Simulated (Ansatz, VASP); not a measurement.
PbO in VASP and in Ansatz

INCAR

```
PREC = Accurate ; ENCUT = 520
EDIFF = 1E-6 ; ISMEAR = -1
SIGMA = 0.03 ; LREAL = False
LASPH = True ; NELM = 100
ALGO = Normal ; ISIF = 2
LWAVE = False ; LCHARG = True
LELF = True ; LVHAR = True
NBANDS = 28
```

KPOINTS

```
Automatic mesh
0
Gamma
  7 7 6
```

Contents of POSCAR:

```
PbO
1.0
    3.9611075930      0.0000000000      0.0000000000
    0.0000000000      3.9611075930      0.0000000000
    0.0000000000      0.0000000000      5.0052038879
Pb O
2 2
Direct
    0.0000000000      0.5000000000      0.2351000000
    0.5000000000      0.0000000000      0.7649000000
    0.0000000000      0.0000000000      0.0000000000
    0.5000000000      0.5000000000      0.0000000000
```

Input for Ansatz:

```yaml
crystal:
  lattice:
    - [3.961107593, 0.0, 0.0]
    - [0.0, 3.961107593, 0.0]
    - [0.0, 0.0, 5.0052038879]
  atoms:
    - { symbol: Pb, position: [0.0, 0.5, 0.2351] }
    - { symbol: Pb, position: [0.5, 0.0, 0.7649] }
    - { symbol: O, position: [0.0, 0.0, 0.0] }
    - { symbol: O, position: [0.5, 0.5, 0.0] }
kpoints:
  mp_grid: { grid: [7, 7, 6] }
  band_path:
    path:
      - [0.0, 0.0, 0.0]
      - [0.0, 0.5, 0.0]
      - [0.5, 0.5, 0.0]
      - [0.0, 0.0, 0.0]
      - [0.0, 0.0, 0.5]
      - [0.0, 0.5, 0.5]
      - [0.5, 0.5, 0.5]
      - [0.0, 0.0, 0.5]
      - [0.0, 0.5, 0.0]
    npoints: 5
scf:
  occupations: { method: fermi_dirac, width: 0.03 }
hamiltonian:
  xc: lda
  pseudopotentials: { kind: all_electron, lapw: { basis_error: 0.001 } }
output:
  forces: true
  stress: true
  eigenvalues: true
```

Change from the starting cell: volume scaled by 0.99.

Alike in both runs: task single point; functional LDA; k mesh 7 × 7 × 6; occupations fermi-dirac, width 0.03 eV; no spin polarisation.

```csv
,VASP,Ansatz
version,VASP 6.6.1,Ansatz 0.2.0
potentials or method,"VASP PAW LDA potentials, release 64 (Pb_d, O), cutoff 520 eV","all-electron LAPW, scalar-relativistic"
```

|  | VASP | Ansatz | Ansatz less VASP |
| --- | --- | --- | --- |
| gap on the k mesh at the Fermi level (eV) | 1.43 | 1.45 | +0.021 |
| pressure (GPa) | -0.8 | -1.0 | -0.20 |
| traceless stress, the component that is largest in VASP (GPa) | 0.22 | 0.21 | -0.008 |
| rms of the force components (eV/Å) | 0.019 | 0.010 | -0.0084 |

LDA's correlation is that of Perdew and Zunger in VASP and of Perdew and Wang (1992) in Ansatz. Atom by atom the forces differ by 0.029 eV/Å (rms over components). Ansatz ran all-electron here, and VASP with PAW potentials.

Neither program's run includes spin-orbit coupling.
